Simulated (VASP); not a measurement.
Set up this calculation in VASP 6.6.1, as the native input.

| Quantity | Value |
| --- | --- |
| Task | single point |
| Functional | PBE |
| Potentials or basis | VASP PAW PBE potentials, release 64 (Be, Li_sv) |
| Cutoff | 520 eV |
| k mesh | 4 × 4 × 3 |
| Occupations | gaussian, width 0.1 eV |
| Spin | no spin polarisation |
| Dipole correction | no |
| Further INCAR settings | LREAL = Auto; ALGO = Normal; EDIFF = 1e-06; NBANDS = 32 |

The structure of LiBe16 (a cell with a defect) lies in POSCAR:

```
LiBe16
1.0
   -2.2900000000     -3.9663960000      0.0000000000
    3.4350000000     -1.9831980000      0.0000000000
    0.0000000000      0.0000000000      7.1768600000
Be Li
16 1
Direct
    0.7534681133      0.5248669518      0.0100206776
    0.4917318772      0.3334355164      0.2519291166
    0.7330678337      0.3520105791      0.5069332549
    0.4993954440      0.3746231635      0.7621808145
    0.5052878586      0.0151983104      0.0062652748
    0.2556243901      0.8477426065      0.2546875653
    0.5455398288     -0.0585085275      0.5001467215
    0.2538243408      0.8450977410      0.7686144080
    0.2542963715      0.5248441604      0.0093309609
    0.0045688177      0.3853640735      0.2575383942
    0.3190155366      0.5562979851      0.4994450219
   -0.0048490325      0.4102188400      0.7667178961
    0.0111135673      0.0350460172      0.0095318844
    0.7587600212      0.8816120665      0.2482701349
   -0.0545285375     -0.2484175694      0.5063531962
    0.7633851125      0.9209737723      0.7589745376
    0.1591824663      0.1447033036      0.5338975541
```

These files were run (other wordings do the same):

INCAR

```
SYSTEM = LiBe16
ALGO = Normal
EDIFF = 1E-6
ENCUT = 520
GGA = PE
ISIF = 2
ISMEAR = 0
LASPH = .TRUE.
LCHARG = .FALSE.
LREAL = Auto
LWAVE = .FALSE.
NBANDS = 32
NELM = 60
PREC = Accurate
SIGMA = 0.1
```

KPOINTS

```
k-points
0
G
  4 4 3
  0 0 0
```

Potentials or basis: VASP PAW PBE potentials, release 64 (Be, Li_sv).

Run with:

```sh
$ cat potpaw_PBE.64/Be/POTCAR potpaw_PBE.64/Li_sv/POTCAR > POTCAR
$ mpirun -np 1 vasp_std > vasp.out
```

It gave:

| Item | Value |
| --- | --- |
| Largest force | 0.734 eV/Å |
| Band gap on the k mesh | zero (an odd number of electrons rules out a gap without spin polarisation) |

Caveat: the k points lie up to 0.40 Å⁻¹ apart, too coarse for converged energies and pressures of a metal.

Run time: 2.3 min on 1 thread of AMD EPYC 9R45 96-Core Processor (Zen 5), on a shared host, peak memory 0.22 GiB.
